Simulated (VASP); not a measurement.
# BaAu3 (Pm-3m) in VASP: further runs

Aim: see how the results for BaAu3 move with the level of theory and the settings. Levels: PBE, PBEsol. Tasks: single point.

Everything below comes from runs of VASP 6.6.1. Logs are shortened: lines on timing, memory, paths and dates and some standing lists are left out, and cuts for length are marked.

### Step 1. The cell of the first run

Symmetry: Pm-3m, No. 221, cubic system. Conventional cell: a = 4.570 Å, b = 4.570 Å, c = 4.570 Å, α = 90.00°, β = 90.00°, γ = 90.00°. Within 4.3 Å of Ba (site symmetry m-3m) lie 12 Au at 3.23 Å. Within 4.3 Å of Au (site symmetry 4/mmm) lie 4 Ba at 3.23 Å and 8 Au at 3.23 Å.

### Step 2. Single point, PBE (volume scaled by 0.945)

INCAR

```
SYSTEM = BaAu3
PREC = Accurate
ENCUT = 520
EDIFF = 1E-6
ISMEAR = 0
SIGMA = 0.05
LREAL = .FALSE.
LASPH = .TRUE.
NELM = 60
ALGO = Normal
ISIF = 2
LWAVE = .FALSE.
LCHARG = .FALSE.
GGA = PE
NBANDS = 30
```

KPOINTS

```
regular mesh
0
G
  8 8 8
  0 0 0
```

POSCAR

```
BaAu3
1.0
    4.5696780885      0.0000000000      0.0000000000
    0.0000000000      4.5696780885      0.0000000000
    0.0000000000      0.0000000000      4.5696780885
Ba Au
1 3
Direct
    0.0000000000      0.0000000000      0.0000000000
    0.0000000000      0.5000000000      0.5000000000
    0.5000000000      0.5000000000      0.0000000000
    0.5000000000      0.0000000000      0.5000000000
```

Potentials or basis: VASP PAW PBE potentials, release 64 (Ba_sv, Au).

The run is started by

```bash
$ cat potpaw_PBE.64/Ba_sv/POTCAR potpaw_PBE.64/Au/POTCAR > POTCAR
$ mpirun -np 1 vasp_std > vasp.out
```

OUTCAR:

```text
SYSTEM = BaAu3
   PREC = Accurate
   ENCUT = 520
   EDIFF = 1E-6
   ISMEAR = 0
   LREAL = .FALSE.
   LASPH = .TRUE.
   NELM = 60
   ISIF = 2
   GGA = PE

 ion  position               nearest neighbor table
   1  0.000  0.000  0.000-   2 3.23   3 3.23   4 3.23   2 3.23   4 3.23   2 3.23   3 3.23   2 3.23
                             3 3.23   4 3.23   4 3.23   3 3.23
   2  0.000  0.500  0.500-   1 3.23   3 3.23   4 3.23   1 3.23   3 3.23   1 3.23   4 3.23   1 3.23
                             3 3.23   4 3.23   3 3.23   4 3.23
   3  0.500  0.500  0.000-   1 3.23   2 3.23   4 3.23   2 3.23   4 3.23   1 3.23   4 3.23   4 3.23
                             1 3.23   2 3.23   2 3.23   1 3.23
   4  0.500  0.000  0.500-   1 3.23   2 3.23   3 3.23   1 3.23   3 3.23   2 3.23   3 3.23   3 3.23
                             1 3.23   2 3.23   1 3.23   2 3.23

  LATTYP: Found a simple cubic cell.
 ALAT       =     4.5696780885

  Lattice vectors:

 A1 = (   4.5696780885,   0.0000000000,   0.0000000000)
 A2 = (   0.0000000000,   4.5696780885,   0.0000000000)
 A3 = (   0.0000000000,   0.0000000000,   4.5696780885)

Analysis of symmetry for initial positions (statically):
=====================================================================
 Subroutine PRICEL returns:
 Original cell was already a primitive cell.

 Routine SETGRP: Setting up the symmetry group for a
 simple cubic supercell.

 Subroutine GETGRP returns: Found 48 space group operations
 (whereof 48 operations were pure point group operations)
 out of a pool of 48 trial point group operations.

The static configuration has the point symmetry O_h .

Analysis of symmetry for dynamics (positions and initial velocities):
=====================================================================
 Subroutine PRICEL returns:
 Original cell was already a primitive cell.

 Routine SETGRP: Setting up the symmetry group for a
 simple cubic supercell.

 Subroutine GETGRP returns: Found 48 space group operations
 (whereof 48 operations were pure point group operations)
 out of a pool of 48 trial point group operations.

The dynamic configuration has the point symmetry O_h .

 Subroutine INISYM returns: Found 48 space group operations
 (whereof 48 operations are pure point group operations),
 and found     1 'primitive' translations

----------------------------------------------------------------------------------------

                                     Primitive cell

  volume of cell :      95.4238

  direct lattice vectors                    reciprocal lattice vectors
     4.569678088  0.000000000  0.000000000     0.218833795  0.000000000  0.000000000
     0.000000000  4.569678088  0.000000000     0.000000000  0.218833795  0.000000000
     0.000000000  0.000000000  4.569678088     0.000000000  0.000000000  0.218833795

  length of vectors
     4.569678088  4.569678088  4.569678088     0.218833795  0.218833795  0.218833795

  position of ions in fractional coordinates (direct lattice)
     0.000000000  0.000000000  0.000000000
     0.000000000  0.500000000  0.500000000
     0.500000000  0.500000000  0.000000000
     0.500000000  0.000000000  0.500000000

  ion indices of the primitive-cell ions
   primitive index   ion index
                 1           1
                 2           2
                 3           3
                 4           4

----------------------------------------------------------------------------------------

 KPOINTS: regular mesh

Automatic generation of k-mesh.
 Grid dimensions read from file:
 generate k-points for:    8    8    8

 Generating k-lattice:

  Cartesian coordinates                     Fractional coordinates (reciprocal lattice)
     0.027354224  0.000000000  0.000000000     0.125000000  0.000000000  0.000000000
     0.000000000  0.027354224  0.000000000     0.000000000  0.125000000  0.000000000
     0.000000000  0.000000000  0.027354224     0.000000000  0.000000000  0.125000000

  Length of vectors
     0.027354224  0.027354224  0.027354224

  Shift w.r.t. Gamma in fractional coordinates (k-lattice)
     0.000000000  0.000000000  0.000000000

 Subroutine IBZKPT returns following result:
 ===========================================

 Found     35 irreducible k-points:

 Following reciprocal coordinates:
            Coordinates               Weight
  0.000000  0.000000  0.000000      1.000000
  0.125000  0.000000  0.000000      6.000000
  0.250000  0.000000  0.000000      6.000000
  0.375000  0.000000  0.000000      6.000000
  0.500000  0.000000  0.000000      3.000000
  0.125000  0.125000  0.000000     12.000000
[... 16 lines left out ...]
  0.375000  0.375000  0.125000     24.000000
  0.500000  0.375000  0.125000     24.000000
 [... further k-points ...]
   k-points           NKPTS =     35   k-points in BZ     NKDIM =     35   number of bands    NBANDS=     30
   number of dos      NEDOS =    301   number of ions     NIONS =      4
   total plane-waves  NPLWV =  46656
   dimension x,y,z NGX =    36 NGY =   36 NGZ =   36
   dimension x,y,z NGXF=    72 NGYF=   72 NGZF=   72
   ions per type =               1   3
   NGX,Y,Z   is equivalent  to a cutoff of  13.10, 13.10, 13.10 a.u.
   NGXF,Y,Z  is equivalent  to a cutoff of  26.19, 26.19, 26.19 a.u.
 SYSTEM =  BaAu3
   PREC   = accura    normal or accurate (medium, high low for compatibility)
   ISTART =      0    job   : 0-new  1-cont  2-samecut
   ICHARG =      2    charge: 1-file 2-atom 10-const
   ISPIN  =      1    spin polarized calculation?
   LNONCOLLINEAR =      F non collinear calculations
   LSORBIT =      F    spin-orbit coupling
   LASPH  =      T    aspherical Exc in radial PAW
   ENCUT  =  520.0 eV  38.22 Ry    6.18 a.u.   8.50  8.50  8.50*2*pi/ulx,y,z
   NELM   =     60;   NELMIN=  2; NELMDL= -5     # of ELM steps
   EDIFF  = 0.1E-05   stopping-criterion for ELM
   LREAL  =      F    real-space projection
   EDIFFG = 0.1E-04   stopping-criterion for IOM
   NSW    =      0    number of steps for IOM
   IBRION =     -1    ionic relax: 0-MD 1-quasi-New 2-CG
   NFREE  =      0    steps in history (QN), initial steepest desc. (CG)
   ISIF   =      2    stress and relaxation
   ISYM   =      2    0-nonsym 1-usesym 2-fastsym
   POTIM  = 0.5000    time-step for ionic-motion
   TEBEG  =    0.0;   TEEND  =   0.0 temperature during run
   PSTRESS=    0.0 pullay stress
   NELECT =      43.0000    total number of electrons
   NUPDOWN=      -1.0000    fix difference up-down
   EMIN   =  10.00;   EMAX   =-10.00  energy-range for DOS
   EFERMI =   0.00;   METHOD = LEGACY
   ISMEAR =     0;   SIGMA  =   0.05  broadening in eV -4-tet -1-fermi 0-gaus
   EFERMI_NEDOS =   21; number of points for ismear=-14 and -15
   IALGO  =     38    algorithm
   IMIX   =      4    mixing-type and parameters
     AMIX     =   0.40;   BMIX     =  1.00
     AMIX_MAG =   1.60;   BMIX_MAG =  1.00
  volume/ion in A,a.u.               =      23.86       160.99
  Fermi-wavevector in a.u.,A,eV,Ry     =   1.255101  2.371797 21.432969  1.575279
  Thomas-Fermi vector in A             =   2.388874
   LORBIT       =      0    0 simple, 1 ext, 2 COOP (PROOUT), +10 PAW based schemes
   GGA     = PE    functional components
   LHFCALC =     F    Hartree Fock is set to
   AEXX    =    0.0000 exact exchange contribution
   IVDW    =     0    specifies the selected vdW correction
   LEPSILON=     F    determine dielectric tensor
   LRPA    =     F    only Hartree local field effects (RPA)
 non-spin polarized calculation
 Gauss-broadening in eV      SIGMA  =   0.05
  energy-cutoff  :      520.00
  volume of cell :       95.42
 maximum number of plane-waves:      2612
 NGX is ok and might be reduce to    36
   NGX = 17   NGY = 17   NGZ = 17

 number of electron      43.0000001 magnetization

 Free energy of the ion-electron system (eV)
  ---------------------------------------------------
  ext. energy  EPLUGINS =         0.00000000
  ---------------------------------------------------
  free energy    TOTEN  =       -12.50517821 eV

  energy without entropy =      -12.50126368  energy(sigma->0) =      -12.50322094

 E-fermi :   5.5941     XC(G=0): -10.8859

 val. band max:        5.5696689567   @ k =   0.3750   0.2500   0.1250
 cond. band min:       5.6247601578   @ k =   0.5000   0.2500   0.0000
 fundamental gap:      0.0550912011
 Fermi energy:         5.5941113374

 k-point     1 :       0.0000    0.0000    0.0000
  band No.  band energies     occupation
      1     -21.4718      2.00000
      2      -6.7844      2.00000
      3      -6.7844      2.00000
      4      -6.7844      2.00000
      5      -0.9431      2.00000
      6       0.4815      2.00000
[... 22 lines left out ...]
     29      12.8657      0.00000
     30      12.8660      0.00000

 k-point     2 :       0.1250    0.0000    0.0000
  band No.  band energies     occupation
      1     -21.4688      2.00000
      2      -6.8650      2.00000
      3      -6.7916      2.00000
      4      -6.7916      2.00000
      5      -0.7581      2.00000
      6       0.5749      2.00000
[... 22 lines left out ...]
     29      11.8792      0.00000
     30      13.2196      0.00000

 k-point     3 :       0.2500    0.0000    0.0000
  band No.  band energies     occupation
      1     -21.4615      2.00000
      2      -7.0471      2.00000
      3      -6.8087      2.00000
      4      -6.8087      2.00000
      5      -0.2625      2.00000
      6       0.8097      2.00000
[... 22 lines left out ...]
     29      11.7672      0.00000
     30      13.4604      0.00000

 k-point     4 :       0.3750    0.0000    0.0000
  band No.  band energies     occupation
      1     -21.4543      2.00000
      2      -7.2145      2.00000
      3      -6.8257      2.00000
      4      -6.8257      2.00000
      5       0.3986      2.00000
      6       1.0667      2.00000
[... 22 lines left out ...]
     29      11.8546      0.00000
     30      13.5587      0.00000

 k-point     5 :       0.5000    0.0000    0.0000
  band No.  band energies     occupation
      1     -21.4513      2.00000
      2      -7.2802      2.00000
      3      -6.8326      2.00000
      4      -6.8326      2.00000
      5       0.8067      2.00000
      6       1.1519      2.00000
[... 22 lines left out ...]
     29      12.2721      0.00000
     30      13.6782      0.00000
[... 526 lines left out ...]
     29      12.0322      0.00000
     30      13.5986      0.00000

 k-point    22 :       0.5000    0.2500    0.1250
  band No.  band energies     occupation
      1     -21.4429      2.00000
      2      -7.1932      2.00000
      3      -6.9931      2.00000
      4      -6.8753      2.00000
      5       0.9202      2.00000
      6       1.2174      2.00000
[... 22 lines left out ...]
     29      11.6661      0.00000
     30      14.0105      0.00000

 k-point    23 :       0.3750    0.3750    0.1250
  band No.  band energies     occupation
      1     -21.4405      2.00000
      2      -7.1260      2.00000
      3      -7.0785      2.00000
      4      -6.8815      2.00000
      5       0.8612      2.00000
      6       1.1285      2.00000
[... 22 lines left out ...]
     29      13.1027      0.00000
     30      13.1619      0.00000

 k-point    24 :       0.5000    0.3750    0.1250
  band No.  band energies     occupation
      1     -21.4384      2.00000
      2      -7.1439      2.00000
      3      -7.0855      2.00000
      4      -6.8843      2.00000
      5       0.9858      2.00000
      6       1.1299      2.00000
[... 22 lines left out ...]
     29      12.2032      0.00000
     30      13.8940      0.00000

 [... further k-points ...]

------------------------ aborting loop because EDIFF is reached ----------------------------------------

  FORCE on cell =-STRESS in cart. coord.  units (eV):
  Direction    XX          YY          ZZ          XY          YZ          ZX
  --------------------------------------------------------------------------------------
  -------------------------------------------------------------------------------------
  Total        2.3671737      2.3671737      2.3671737      0.0000000      0.0000000     -0.0000000
  in kB       39.7451275     39.7451275     39.7451275      0.0000000      0.0000000     -0.0000000
  external PRESSURE =      39.7451275 kB  Pullay stress =       0.0000000 kB

 VOLUME and BASIS-vectors are now :
 -----------------------------------------------------------------------------
  energy-cutoff  :      520.00
  volume of cell :       95.42
      direct lattice vectors                 reciprocal lattice vectors
     4.569678088  0.000000000  0.000000000     0.218833795  0.000000000  0.000000000
     0.000000000  4.569678088  0.000000000     0.000000000  0.218833795  0.000000000
     0.000000000  0.000000000  4.569678088     0.000000000  0.000000000  0.218833795

 POSITION                                       TOTAL-FORCE (eV/Angst)
 -----------------------------------------------------------------------------------
      0.00000      0.00000      0.00000         0.000000      0.000000      0.000000
      0.00000      2.28484      2.28484         0.000000      0.000000      0.000000
      2.28484      2.28484      0.00000         0.000000      0.000000      0.000000
      2.28484      0.00000      2.28484         0.000000      0.000000      0.000000
 -----------------------------------------------------------------------------------
    total drift:                                0.000000      0.000000      0.000000

  FREE ENERGIE OF THE ION-ELECTRON SYSTEM (eV)
  ---------------------------------------------------
  free  energy   TOTEN  =       -12.5051782053 eV

  energy  without entropy=      -12.5012636772  energy(sigma->0) =      -12.50322094
```

Run time: 30 s. Hardware: 1 thread of Intel Xeon 6975P-C (Granite Rapids), shared host; peak memory 0.25 GiB.

Results:

```yaml
Free_energy: -12.5052 eV
Pressure: 4.0 GPa
```

Caveat: spin-orbit coupling is left out, which moves the levels of the heavy elements.

(Part 1 of 3 ends here.)
